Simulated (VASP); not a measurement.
# Zr3Nb6Ni11 in VASP: a series of runs

The runs below take Zr3Nb6Ni11 through single point, with PBE.

Everything below comes from runs of VASP 6.6.1. Logs are shortened: lines on timing, memory, paths and dates and some standing lists are left out, and cuts for length are marked.

## 1. The cell of the first run

The cell holds a disordered packing, 20 atoms: a = 6.825 Å, b = 6.686 Å, c = 6.709 Å, α = 90.50°, β = 95.02°, γ = 92.34°.

## 2. Single point, PBE

INCAR

```
SYSTEM = Zr3Nb6Ni11
  PREC = Accurate
  ENCUT = 400
  EDIFF = 1E-6
  ISMEAR = -1
  SIGMA = 0.1043
  LREAL = Auto
  LASPH = .TRUE.
  NELM = 120
  ALGO = Normal
  ISIF = 2
  LWAVE = .FALSE.
  LCHARG = .FALSE.
  GGA = PE
  NBANDS = 128
  ISYM = -1
  GGA_COMPAT = .FALSE.
```

KPOINTS

```
explicit points
1
Reciprocal
  0.25000000   0.25000000   0.25000000 1
```

POSCAR

```
Zr3Nb6Ni11
1.0
    6.8173460000     -0.1384310000     -0.2966090000
   -0.1384310000      6.6843640000     -0.0322140000
   -0.2966090000     -0.0322140000      6.7019700000
Ni Nb Zr
11 6 3
Direct
    0.6933651251      0.9281563447      0.2929356540
    0.3998578965      0.4907297228      0.6331211298
    0.5441082045      0.2569590441      0.8087272950
    0.8159475566      0.1722318130      0.4679547453
    0.6762123337      0.6110893543      0.0265391066
    0.8622670049      0.9411292673      0.8777584341
    0.7864234108      0.5751173886      0.4146516760
    0.6252777849      0.7396366996      0.6921245059
    0.4690993221     -0.0005770973      0.5549942017
    0.1353204953      0.4368375751      0.3602411772
    0.4403368072      0.7140301812      0.3298061060
    0.8575746912      0.4711689948      0.7596431511
    0.8571328011      0.2556142376      0.1251274864
    0.4658172314      0.9223481141      0.9933874824
    0.0534380331      0.7445553568      0.1141907988
    0.2564940724      0.4506194901      0.9785176159
    0.5029459096      0.3818038437      0.3056609791
    0.1205088322      0.7575835142      0.6365496711
    0.1642501197      0.0622612563      0.2870985319
    0.1438519303      0.1322776415      0.7233295537
```

Potentials or basis: VASP PAW PBE potentials, release 64 (Ni, Nb_sv, Zr_sv).

Started as:

```sh
$ cat potpaw_PBE.64/Ni/POTCAR potpaw_PBE.64/Nb_sv/POTCAR potpaw_PBE.64/Zr_sv/POTCAR > POTCAR
$ mpirun -np 1 vasp_std > vasp.out
```

OUTCAR:

```text
SYSTEM = Zr3Nb6Ni11
   PREC = Accurate
   ENCUT = 400
   EDIFF = 1E-6
   ISMEAR = -1
   LREAL = Auto
   LASPH = .TRUE.
   NELM = 120
   ISIF = 2
   GGA = PE
   ISYM = -1

 ion  position               nearest neighbor table
   1  0.693  0.928  0.293-   4 2.10  11 2.23  14 2.43   9 2.49   7 2.59  13 2.72   5 2.75   8 3.03
                            19 3.30
   2  0.400  0.491  0.633-   3 2.18   8 2.23  10 2.47  17 2.48  11 2.56  16 2.60  18 2.67  20 3.01

   3  0.544  0.257  0.809-   2 2.18   9 2.42  12 2.57  14 2.63  16 2.72  20 2.83   5 2.84  13 2.88
[... 25 lines left out ...]
  16  0.256  0.451  0.979-   2 2.60  15 2.65  17 2.70   3 2.72  10 2.76  20 2.76  12 2.99   5 3.01
                            18 3.19  19 3.41
  17  0.503  0.382  0.306-  11 2.29   7 2.34   2 2.48  10 2.61  16 2.70   5 2.75   4 2.75  13 2.95
                            19 3.08
  18  0.121  0.758  0.637-  20 2.56   2 2.67  12 2.75   6 2.81  10 2.83   7 2.84   9 2.92  19 3.14
                            11 3.15  16 3.19  15 3.28  14 3.35   8 3.43   8 3.44
  19  0.164  0.062  0.287-  15 2.47  10 2.57  13 2.66   9 2.68   4 2.88  20 2.98  11 3.05  17 3.08
                            14 3.14  18 3.14   1 3.30   6 3.36  16 3.41  20 3.81
  20  0.144  0.132  0.723-  18 2.56   6 2.56   4 2.72   9 2.75  16 2.76   3 2.83  19 2.98   2 3.01
                            12 3.07  14 3.11  10 3.19  19 3.81

IMPORTANT INFORMATION: All symmetrisations will be switched off!
NOSYMM: (Re-)initialisation of all symmetry stuff for point group C_1.

----------------------------------------------------------------------------------------

                                     Primitive cell

  volume of cell :     304.6800

  direct lattice vectors                    reciprocal lattice vectors
     6.817346000 -0.138431000 -0.296609000     0.147030873  0.003076393  0.006521931
    -0.138431000  6.684364000 -0.032214000     0.003076393  0.149670699  0.000855566
    -0.296609000 -0.032214000  6.701970000     0.006521931  0.000855566  0.149502613

  length of vectors
     6.825199376  6.685874884  6.708607644     0.147207599  0.149704757  0.149647248

  position of ions in fractional coordinates (direct lattice)
     0.693365125  0.928156345  0.292935654
     0.399857897  0.490729723  0.633121130
     0.544108204  0.256959044  0.808727295
     0.815947557  0.172231813  0.467954745
     0.676212334  0.611089354  0.026539107
     0.862267005  0.941129267  0.877758434
[... 12 lines left out ...]
     0.164250120  0.062261256  0.287098532
     0.143851930  0.132277641  0.723329554

  ion indices of the primitive-cell ions
   primitive index   ion index
                 1           1
                 2           2
                 3           3
                 4           4
                 5           5
                 6           6
[... 12 lines left out ...]
                19          19
                20          20

[... 40 lines left out ...]
   NELECT =     224.0000    total number of electrons
   NUPDOWN=      -1.0000    fix difference up-down
   EMIN   =  10.00;   EMAX   =-10.00  energy-range for DOS
   EFERMI =   0.00;   METHOD = LEGACY
   ISMEAR =    -1;   SIGMA  =   0.10  broadening in eV -4-tet -1-fermi 0-gaus
   EFERMI_NEDOS =   21; number of points for ismear=-14 and -15
   IALGO  =     38    algorithm
   IMIX   =      4    mixing-type and parameters
     AMIX     =   0.40;   BMIX     =  1.00
     AMIX_MAG =   1.60;   BMIX_MAG =  1.00
  volume/ion in A,a.u.               =      15.23       102.80
  Fermi-wavevector in a.u.,A,eV,Ry     =   1.477552  2.792169 29.703704  2.183161
  Thomas-Fermi vector in A             =   2.591942
   LORBIT       =      0    0 simple, 1 ext, 2 COOP (PROOUT), +10 PAW based schemes
   GGA     = PE    functional components
   LHFCALC =     F    Hartree Fock is set to
   AEXX    =    0.0000 exact exchange contribution
   IVDW    =     0    specifies the selected vdW correction
   LEPSILON=     F    determine dielectric tensor
   LRPA    =     F    only Hartree local field effects (RPA)
 non-spin polarized calculation
  energy-cutoff  :      400.00
  volume of cell :      304.68
 maximum number of plane-waves:      5534
 NGX is ok and might be reduce to    48
   NGX = 23   NGY = 21   NGZ = 21

 number of electron     224.0000003 magnetization

 Free energy of the ion-electron system (eV)
  ---------------------------------------------------
  ext. energy  EPLUGINS =         0.00000000
  ---------------------------------------------------
  free energy    TOTEN  =      -143.61222553 eV

  energy without entropy =     -142.79324191  energy(sigma->0) =     -143.20273372

 E-fermi :   9.7432     XC(G=0): -12.2936

 val. band max:        9.6982868678   @ k =   0.2500   0.2500   0.2500
 cond. band min:       9.7990455531   @ k =   0.2500   0.2500   0.2500
 fundamental gap:      0.1007586853
 Fermi energy:         9.7432019506

 k-point     1 :       0.2500    0.2500    0.2500
  band No.  band energies     occupation
      1     -45.3628      2.00000
      2     -45.2455      2.00000
      3     -45.2094      2.00000
      4     -45.0754      2.00000
      5     -45.0023      2.00000
      6     -44.8610      2.00000
[... 116 lines left out ...]
    123      10.7597      0.00012
    124      10.9621      0.00002
 [bands above 124 left out]

------------------------ aborting loop because EDIFF is reached ----------------------------------------

  FORCE on cell =-STRESS in cart. coord.  units (eV):
  Direction    XX          YY          ZZ          XY          YZ          ZX
  --------------------------------------------------------------------------------------
  -------------------------------------------------------------------------------------
  Total       -1.9264066     16.6595174     -0.3276058     -0.9413622      3.6681786      7.5555109
  in kB      -10.1301194     87.6050262     -1.7227337     -4.9502070     19.2893272     39.7310866
  external PRESSURE =      25.2507244 kB  Pullay stress =       0.0000000 kB

 VOLUME and BASIS-vectors are now :
 -----------------------------------------------------------------------------
  energy-cutoff  :      400.00
  volume of cell :      304.68
      direct lattice vectors                 reciprocal lattice vectors
     6.817346000 -0.138431000 -0.296609000     0.147030873  0.003076393  0.006521931
    -0.138431000  6.684364000 -0.032214000     0.003076393  0.149670699  0.000855566
    -0.296609000 -0.032214000  6.701970000     0.006521931  0.000855566  0.149502613

 POSITION                                       TOTAL-FORCE (eV/Angst)
 -----------------------------------------------------------------------------------
      4.51154      6.09872      1.72769         0.948386     -1.537188     -1.314622
      2.47025      3.20447      4.10875        -0.733032      0.602874     -0.414782
      3.43393      1.61623      5.25040         1.214617     -1.124212      1.335400
      5.39996      1.02323      2.88865         0.437897      1.861508      2.223537
      4.51751      3.99028     -0.04239        -0.798441     -0.206660      0.816594
      5.48774      6.14321      5.59664        -1.061319      0.692719      0.295701
[... 12 lines left out ...]
      1.02598      0.38419      1.87340         0.892892      0.556137     -0.233448
      0.74783      0.84098      4.80080         0.324779      2.346445      0.728829
 -----------------------------------------------------------------------------------
    total drift:                                0.003623     -0.001647     -0.004094

  FREE ENERGIE OF THE ION-ELECTRON SYSTEM (eV)
  ---------------------------------------------------
  free  energy   TOTEN  =      -143.6122255324 eV

  energy  without entropy=     -142.7932419148  energy(sigma->0) =     -143.20273372
```

OSZICAR:

```text
N       E                     dE             d eps       ncg     rms          rms(c)
DAV:   1     0.290708676265E+04    0.29071E+04   -0.86191E+04   256   0.179E+03
DAV:   2     0.295944563240E+03   -0.26111E+04   -0.25496E+04   272   0.581E+02
DAV:   3    -0.886546465932E+02   -0.38460E+03   -0.36224E+03   304   0.240E+02
[... 20 lines left out ...]
DAV:  24    -0.143612255683E+03    0.87726E-04   -0.42185E-04   432   0.222E-01    0.675E-02
DAV:  25    -0.143612239934E+03    0.15749E-04   -0.86665E-05   424   0.774E-02    0.474E-02
DAV:  26    -0.143612233090E+03    0.68443E-05   -0.62638E-05   368   0.802E-02    0.340E-02
DAV:  27    -0.143612226283E+03    0.68065E-05   -0.23629E-05   368   0.433E-02    0.131E-02
DAV:  28    -0.143612225532E+03    0.75093E-06   -0.99501E-06   320   0.265E-02
   1 F= -.14361223E+03 E0= -.14320273E+03  d E =-.818984E+00
```

Wall time 1.8 min (1 thread of AMD EPYC 9R45 (Zen 5), shared host); peak memory 0.3 GiB.

Results:

| Item | Value |
| --- | --- |
| Free energy | -143.6122 eV |
| Pressure | 2.5 GPa |
| Largest force | 3.222 eV/Å |

Forces in eV/Å, atoms in the order of the input:
```
Ni   0.948 -1.537 -1.315
Ni  -0.733  0.603 -0.415
Ni   1.215 -1.124  1.335
Ni   0.438  1.862  2.224
Ni  -0.798 -0.207  0.817
Ni  -1.061  0.693  0.296
Ni   1.010  0.674 -0.868
Ni   0.152  0.003 -0.207
Ni  -0.365  1.617 -0.166
Ni  -0.140  0.388  0.681
Ni  -1.750  0.263 -0.331
Nb   0.156 -0.767  0.062
Nb  -0.457  1.152 -1.016
Nb  -0.060 -0.227 -0.469
Nb  -0.323 -2.045 -0.026
Nb  -0.417  0.251 -0.317
Nb   0.055 -3.221 -0.036
Zr   0.914 -1.281 -0.743
Zr   0.893  0.556 -0.233
Zr   0.325  2.346  0.729
```

Levels at points of the mesh, in eV from the Fermi level:
| k point | band 110 | band 111 | band 112 | band 113 | band 114 | band 115 |
| --- | --- | --- | --- | --- | --- | --- |
| (0.25, 0.25, 0.25) | -0.26 | -0.12 | -0.04 | 0.06 | 0.13 | 0.20 |

Caveat: the atoms stand as in a frame of molecular dynamics. Spin polarisation is off, so any magnetic state and its effect on volume and gap are missing.

## 3. Single point, PBE

INCAR

```
  PREC = Accurate
  ENCUT = 400
  EDIFF = 1E-6
  ISMEAR = -1
  SIGMA = 0.1043
  LREAL = Auto
  LASPH = T
  NELM = 120
  ALGO = Normal
  ISIF = 2
  LWAVE = F
  LCHARG = F
  GGA = PE
  ISYM = -1
  NBANDS = 128
  GGA_COMPAT = F
```

KPOINTS is that of step 2.

POSCAR

```
Zr3Nb6Ni11
1.0
    6.8173460000     -0.1384310000     -0.2966090000
   -0.1384310000      6.6843640000     -0.0322140000
   -0.2966090000     -0.0322140000      6.7019700000
Ni Nb Zr
11 6 3
Direct
    0.6821440714      0.9460653520      0.2800737127
    0.3757404194      0.4747916407      0.6398779654
    0.5561417648      0.2444219424      0.8547827670
    0.8165092682      0.1817844897      0.5035234421
    0.6555441021      0.5825404388      0.0089623257
    0.8581826751      0.9713565161      0.8622475159
    0.7956205008      0.6083608019      0.3598280708
    0.5947659190      0.7567793136      0.6845892795
    0.4810774167      0.0333710378      0.5519071118
    0.1074696291      0.4323161101      0.3815147024
    0.3814291581      0.7306829359      0.3177529206
    0.8125578830      0.4741116870      0.7238434393
    0.8708931523      0.2945482104      0.1006656734
    0.4725971983      0.9172724788      0.9882359363
    0.0262084330      0.6749510782      0.1266104640
    0.2799483963      0.4652238457      0.9932324279
    0.5057493151      0.3658943581      0.3304989010
    0.0980017197      0.7451430343      0.6319860026
    0.1599661374      0.0625490285      0.2594586891
    0.1466694463      0.1765010401      0.7095238090
```

Potentials or basis: VASP PAW PBE potentials, release 64 (Ni, Nb_sv, Zr_sv).

Started as:

```sh
$ cat potpaw_PBE.64/Ni/POTCAR potpaw_PBE.64/Nb_sv/POTCAR potpaw_PBE.64/Zr_sv/POTCAR > POTCAR
$ mpirun -np 1 vasp_std > vasp.out
```

Run time: 2 min. Hardware: 1 thread of AMD EPYC 9R45 (Zen 5), shared host; peak memory 0.3 GiB.

The run converged. Its results:

* Free energy: -144.9501 eV
* Pressure: 2.6 GPa
* Largest force: 2.897 eV/Å

Forces in eV/Å, atoms in the order of the input:
```
Ni   0.596 -0.780 -0.479
Ni   0.726  0.423 -0.270
Ni  -0.609 -0.114 -0.226
Ni   0.383  0.085  0.066
Ni  -1.065  0.983  0.739
Ni  -0.384 -0.012  0.500
Ni  -1.326  0.270  1.116
Ni   0.389 -0.691 -0.437
Ni  -0.661  1.240 -0.260
Ni   0.702 -0.349  0.961
Ni   0.038 -0.399  0.398
Nb   0.144 -0.761 -0.594
Nb  -0.368 -1.011  0.238
Nb  -0.591 -0.410 -0.490
Nb  -0.183  2.487 -1.474
Nb  -0.100 -0.442 -0.094
Nb   0.312 -1.096 -0.411
Zr   0.933  0.878  0.222
Zr   0.473 -0.428 -0.012
Zr   0.591  0.125  0.505
```

Stress tensor (GPa, compression positive):
```
 0.59 -1.43  3.17
-1.43  6.34  1.81
 3.17  1.81  0.77
```

Levels at points of the mesh, in eV from the Fermi level:
```tsv
k point	band 110	band 111	band 112	band 113	band 114	band 115
(0.25, 0.25, 0.25)	-0.25	-0.09	-0.04	0.04	0.12	0.21
```

Caveat: the atoms stand as in a frame of molecular dynamics. Spin polarisation is off, so any magnetic state and its effect on volume and gap are missing.
